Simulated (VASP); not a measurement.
# Mn (Pm-3m) in VASP: a series of runs, part 2 of 2

VASP 6.6.1. The steps go on from the part before.

**5. Relaxation of cell and atoms, PBEsol, collinear spin, antiferromagnetic start**

This run uses another cell than the first one, of 12.69 Å³/atom, 0.982 times its volume.

INCAR

```
SYSTEM = Mn
PREC = Accurate
ENCUT = 600
EDIFF = 1E-6
ISMEAR = -1
SIGMA = 0.05
LREAL = .False.
LASPH = .True.
NELM = 150
ALGO = Normal
ISIF = 3
LWAVE = .False.
LCHARG = .False.
ISPIN = 2
MAGMOM = 3 -3
LORBIT = 11
LMAXMIX = 4
GGA = PS
IBRION = 2
NSW = 80
EDIFFG = -0.01
```

KPOINTS

```
Automatic mesh
0
Gamma
  12 12 12
  0 0 0
```

POSCAR

```
Mn
1.0
    0.0000000000      2.3324620846      2.3324620846
    2.3324620846      0.0000000000      2.3324620846
    2.3324620846      2.3324620846      0.0000000000
Mn
2
Direct
    0.0000000000      0.0000000000      0.0000000000
    0.5000000000      0.5000000000      0.5000000000
```

Launch:

```sh
cat potpaw_PBE.64/Mn_pv/POTCAR > POTCAR
mpirun -np 1 vasp_std > vasp.out
```

It took 2.7 min on 1 thread of Intel Xeon 6975P-C, shared host; peak memory 0.21 GiB.

It converged, with:

```yaml
Free_energy: -17.8574 eV
Relaxed_volume: 12.44 Å³/atom
Relaxed_cell: a = 3.277 Å, b = 3.277 Å, c = 3.277 Å, α = 60.00°, β = 60.00°, γ = 60.00°
Space_group_after_relaxing_to_0.05_Å: Pm-3m (No. 221)
Energy_gained_by_relaxing: 1.9 meV/atom
Ionic_steps: 3
Pressure_after_relaxing: 0.0 GPa
Band_gap_on_the_k_mesh: zero (filled and empty bands overlap)
Net_moment: 0.00 μB per cell
Site_moments: Mn +2.04, -2.04 μB
Valence_electrons_inside_the_program's_atomic_spheres: Mn 11.93
```

Step by step:
```
step  energy change (eV)  largest force (eV/Å)  pressure (GPa)  volume (Å³)
   1              0.0000                0.0000           -2.43        25.38
   2             -0.0031                0.0000            1.12        24.68
   3             -0.0038                0.0000            0.02        24.89
```

Final structure:
```xyz
2
Lattice="0.0000 2.3172 2.3172 2.3172 0.0000 2.3172 2.3172 2.3172 0.0000" Properties=species:S:1:pos:R:3 pbc="T T T"
Mn    0.0000    0.0000    0.0000
Mn    2.3172    2.3172    2.3172
```

Levels at points of the mesh, in eV from the Fermi level:
Spin up:
| k point | band 10 | band 11 | band 12 | band 13 | band 14 | band 15 | band 16 | band 17 |
| --- | --- | --- | --- | --- | --- | --- | --- | --- |
| (0.00, 0.00, 0.00) | -3.56 | -3.56 | -3.56 | 1.62 | 1.62 | 1.62 | 2.78 | 2.78 |
| (0.50, 0.00, 0.00) | -2.32 | -1.31 | -1.31 | -0.85 | -0.85 | 0.60 | 0.65 | 0.65 |
| (0.50, 0.50, 0.00) | -2.28 | -1.30 | -1.23 | -1.23 | 1.02 | 1.02 | 1.67 | 2.70 |
Spin down:
```csv
k point,band 11,band 12,band 13,band 14,band 15,band 16
"(0.00, 0.00, 0.00)",-3.56,-3.56,1.62,1.62,1.62,2.78
"(0.50, 0.00, 0.00)",-1.31,-1.31,-0.85,-0.85,0.60,0.65
"(0.50, 0.50, 0.00)",-1.30,-1.23,-1.23,1.02,1.02,1.67
```

Caveat: the PAW data sets were made with another functional, which shifts forces and pressure a little.

**6. Single point, PBEsol, collinear spin, antiferromagnetic start**

This run uses another cell than the first one, of 12.43 Å³/atom, 0.962 times its volume.

INCAR

```
SYSTEM = Mn
PREC = Accurate
ENCUT = 520
EDIFF = 1E-7
ISMEAR = -1
SIGMA = 0.05
LREAL = .False.
LASPH = .True.
NELM = 150
ALGO = Normal
ISIF = 2
LWAVE = .False.
LCHARG = .False.
ISPIN = 2
MAGMOM = 1.916 -1.916
LORBIT = 11
LMAXMIX = 4
GGA = PS
NBANDS = 24
```

KPOINTS

```
Automatic mesh
0
Gamma
  19 19 19
  0 0 0
```

POSCAR

```
Mn
1.0
    0.0000000000      2.3161578407      2.3161578407
    2.3161578407      0.0000000000      2.3161578407
    2.3161578407      2.3161578407      0.0000000000
Mn
2
Direct
    0.0000000000      0.0000000000      0.0000000000
    0.5000000000      0.5000000000      0.5000000000
```

Potentials or basis: VASP PAW PBE potentials, release 64 (Mn_pv).

Launch:

```sh
cat potpaw_PBE.64/Mn_pv/POTCAR > POTCAR
mpirun -np 1 vasp_std > vasp.out
```

OUTCAR:

```text
SYSTEM = Mn
   PREC = Accurate
   ENCUT = 520
   EDIFF = 1E-7
   ISMEAR = -1
   LREAL = .False.
   LASPH = .True.
   NELM = 150
   ISIF = 2
   ISPIN = 2
   LORBIT = 11
   GGA = PS

 ion  position               nearest neighbor table
   1  0.000  0.000  0.000-   2 2.32   2 2.32   2 2.32   2 2.32   2 2.32   2 2.32
   2  0.500  0.500  0.500-   1 2.32   1 2.32   1 2.32   1 2.32   1 2.32   1 2.32

  LATTYP: Found a face centered cubic cell.
 ALAT       =     4.6323156814

  Lattice vectors:

 A1 = (   0.0000000000,   2.3161578407,   2.3161578407)
 A2 = (   2.3161578407,   0.0000000000,   2.3161578407)
 A3 = (   2.3161578407,   2.3161578407,   0.0000000000)

Analysis of symmetry for initial positions (statically):
=====================================================================
 Subroutine PRICEL returns following result:

  LATTYP: Found a simple cubic cell.
 ALAT       =     2.3161578407
[... 12 lines left out ...]
 Subroutine GETGRP returns: Found 48 space group operations
 (whereof 48 operations were pure point group operations)
 out of a pool of 48 trial point group operations.

The static configuration has the point symmetry O_h .

Analysis of symmetry for dynamics (positions and initial velocities):
=====================================================================
 Subroutine PRICEL returns following result:

  LATTYP: Found a simple cubic cell.
 ALAT       =     2.3161578407
[... 12 lines left out ...]
 Subroutine GETGRP returns: Found 48 space group operations
 (whereof 48 operations were pure point group operations)
 out of a pool of 48 trial point group operations.

The dynamic configuration has the point symmetry O_h .

Analysis of structural, dynamic, and magnetic symmetry:
=====================================================================
 Subroutine PRICEL returns following result:

  LATTYP: Found a simple cubic cell.
 ALAT       =     2.3161578407
[... 12 lines left out ...]
 Subroutine GETGRP returns: Found 48 space group operations
 (whereof 48 operations were pure point group operations)
[... 136 lines left out ...]

 number of electron      26.0000014 magnetization       0.0000000

 number of electron      26.0000014 magnetization      -0.0000000

 Free energy of the ion-electron system (eV)
  ---------------------------------------------------
  ext. energy  EPLUGINS =         0.00000000
  ---------------------------------------------------
  free energy    TOTEN  =       -17.85459309 eV

  energy without entropy =      -17.84042221  energy(sigma->0) =      -17.84750765

 E-fermi :   9.0595     XC(G=0): -13.1741

 val. band max:        9.0558747474   @ k =  -0.4211   0.2632   0.0526
 cond. band min:       9.0814374685   @ k =  -0.2632   0.2105   0.0526
 fundamental gap:      0.0255627211
 Fermi energy:         9.0594631322

 spin component 1

 k-point     1 :       0.0000    0.0000    0.0000
  band No.  band energies     occupation
      1     -40.0222      1.00000
      2     -40.0222      1.00000
      3     -40.0222      1.00000
      4     -37.8266      1.00000
      5     -37.8266      1.00000
      6     -37.8266      1.00000
[... 637 lines left out ...]
     23      25.1970      0.00000
     24      27.4285      0.00000

 [... further k-points ...]

 spin component 2

 k-point     1 :       0.0000    0.0000    0.0000
  band No.  band energies     occupation
      1     -40.0222      1.00000
      2     -40.0222      1.00000
      3     -40.0222      1.00000
      4     -37.8266      1.00000
      5     -37.8266      1.00000
      6     -37.8266      1.00000
[... 637 lines left out ...]
     23      25.1970      0.00000
     24      27.4285      0.00000

 [... further k-points ...]
[... 5 lines left out ...]
  --------------------------------------------------------------------------------------
  -------------------------------------------------------------------------------------
  Total        0.0483655      0.0483655      0.0483655      0.0000000     -0.0000000     -0.0000000
  in kB        3.1182582      3.1182582      3.1182582      0.0000000     -0.0000000     -0.0000000
  external PRESSURE =       3.1182582 kB  Pullay stress =       0.0000000 kB

 VOLUME and BASIS-vectors are now :
 -----------------------------------------------------------------------------
  energy-cutoff  :      520.00
  volume of cell :       24.85
      direct lattice vectors                 reciprocal lattice vectors
     0.000000000  2.316157841  2.316157841    -0.215874752  0.215874752  0.215874752
     2.316157841  0.000000000  2.316157841     0.215874752 -0.215874752  0.215874752
     2.316157841  2.316157841  0.000000000     0.215874752  0.215874752 -0.215874752

 POSITION                                       TOTAL-FORCE (eV/Angst)
 -----------------------------------------------------------------------------------
      0.00000      0.00000      0.00000        -0.000000     -0.000000     -0.000000
      2.31616      2.31616      2.31616         0.000000      0.000000      0.000000
 -----------------------------------------------------------------------------------
    total drift:                                0.000000     -0.000000      0.000000

  FREE ENERGIE OF THE ION-ELECTRON SYSTEM (eV)
  ---------------------------------------------------
  free  energy   TOTEN  =       -17.8545930929 eV

  energy  without entropy=      -17.8404222079  energy(sigma->0) =      -17.84750765

 total charge

# of ion       s       p       d       tot
------------------------------------------
    1        0.431   6.308   5.197  11.937
    2        0.431   6.308   5.197  11.937
--------------------------------------------------
tot          0.862  12.617  10.394  23.873

 magnetization (x)

# of ion       s       p       d       tot
------------------------------------------
    1        0.031   0.016   1.994   2.040
    2       -0.031  -0.016  -1.994  -2.040
--------------------------------------------------
tot          0.000   0.000   0.000   0.000
```

OSZICAR:

```text
N       E                     dE             d eps       ncg     rms          rms(c)
DAV:   1     0.254166401617E+03    0.25417E+03   -0.14826E+04 21688   0.146E+03
DAV:   2    -0.978676719715E+01   -0.26395E+03   -0.25229E+03 21432   0.398E+02
DAV:   3    -0.200686877013E+02   -0.10282E+02   -0.10234E+02 23848   0.904E+01
DAV:   4    -0.201661244047E+02   -0.97437E-01   -0.97428E-01 23952   0.859E+00
DAV:   5    -0.201678857549E+02   -0.17614E-02   -0.17613E-02 24328   0.116E+00    0.164E+01
DAV:   6    -0.178838444809E+02    0.22840E+01   -0.79834E+00 22024   0.374E+01    0.676E+00
DAV:   7    -0.178457211706E+02    0.38123E-01   -0.50689E-01 22632   0.903E+00    0.317E+00
DAV:   8    -0.178551287213E+02   -0.94076E-02   -0.39921E-02 25312   0.127E+00    0.131E+00
DAV:   9    -0.178538788253E+02    0.12499E-02   -0.86408E-02 25792   0.176E+00    0.299E-01
DAV:  10    -0.178544705036E+02   -0.59168E-03   -0.32530E-03 22744   0.497E-01    0.199E-01
DAV:  11    -0.178545602845E+02   -0.89781E-04   -0.11652E-03 24856   0.273E-01    0.885E-02
DAV:  12    -0.178545923940E+02   -0.32109E-04   -0.50753E-05 22792   0.789E-02    0.197E-02
DAV:  13    -0.178545942555E+02   -0.18615E-05   -0.28484E-06 23232   0.134E-02    0.672E-03
DAV:  14    -0.178545935020E+02    0.75351E-06   -0.24120E-07 21976   0.350E-03    0.456E-03
DAV:  15    -0.178545931493E+02    0.35276E-06   -0.35261E-07 16992   0.410E-03    0.882E-04
DAV:  16    -0.178545930929E+02    0.56313E-07   -0.40880E-08 11704   0.112E-03
   1 F= -.17854593E+02 E0= -.17847508E+02  d E =-.141709E-01  mag=    -0.0000
```

stdout:

```text
POSCAR found type information on POSCAR Mn
 POSCAR found :  1 types and       2 ions
 scaLAPACK will be used
 -----------------------------------------------------------------------------
|                                                                             |
|                                                                             |
|     You enforced a specific xc type in the INCAR file but a different       |
|     I HOPE YOU KNOW WHAT YOU ARE DOING!                                     |
|                                                                             |
 -----------------------------------------------------------------------------

 LDA part: xc-table for (Slater+PW92), standard interpolation
 POSCAR, INCAR and KPOINTS ok, starting setup
 FFT: planning ... GRIDC
 FFT: planning ... GRID_SOFT
 FFT: planning ... GRID
 WAVECAR not read
 entering main loop
```

Run time: 2.1 min. Hardware: 1 thread of Intel Xeon Platinum 8259CL at 2.50GHz (Skylake/Cascade Lake), shared host; peak memory 0.28 GiB.

Results:

| Quantity | Value |
| --- | --- |
| Free energy | -17.8546 eV |
| Pressure | 0.3 GPa |
| Band gap on the k mesh | zero (filled and empty bands overlap) |
| Net moment | 0.00 μB per cell |
| Site moments | Mn +2.04, -2.04 μB |
| Valence electrons inside the program's atomic spheres | Mn 11.94 |

Levels at points of the mesh, in eV from the Fermi level:
Spin up:
```tsv
k point	band 11	band 12	band 13	band 14	band 15	band 16
(0.00, 0.00, 0.00)	-3.58	-3.58	1.61	1.61	1.61	2.77
```
Spin down:
| k point | band 9 | band 10 | band 11 | band 12 | band 13 | band 14 | band 15 | band 16 | band 17 | band 18 |
| --- | --- | --- | --- | --- | --- | --- | --- | --- | --- | --- |
| (0.00, 0.00, 0.00) | -3.75 | -3.58 | -3.58 | -3.58 | 1.61 | 1.61 | 1.61 | 2.77 | 2.77 | 11.58 |

Caveat: the PAW data sets were made with another functional, which shifts forces and pressure a little.

**7. Overview**

```csv
task,cell,k mesh,cutoff (eV),gap on the mesh (eV),pressure (GPa),moment (μB)
single point,"a = 3.319 Å, angles 60.0°, 2 atoms",13 × 13 × 13,520,none,-4.1,0.00
single point,"a = 3.361 Å, angles 60.0°, 2 atoms",13 × 13 × 13,520,none,-7.6,0.00
single point,"a = 3.402 Å, angles 60.0°, 2 atoms",13 × 13 × 13,520,none,-10.2,0.00
relaxation of cell and atoms,"relaxed from a = 3.299 Å, angles 60.0°, 2 atoms",12 × 12 × 12,600,none,0.0,0.00
single point,"a = 3.276 Å, angles 60.0°, 2 atoms",19 × 19 × 19,520,none,0.3,0.00
```

Alike in all rows: level PBEsol; potentials or basis VASP PAW PBE potentials, release 64 (Mn_pv); spin collinear, antiferromagnetic start; smearing fermi-dirac 0.05 eV.

Caveats: the PAW data sets were made with another functional, which shifts forces and pressure a little.

Absolute energies hang on the potentials; compare differences alone.
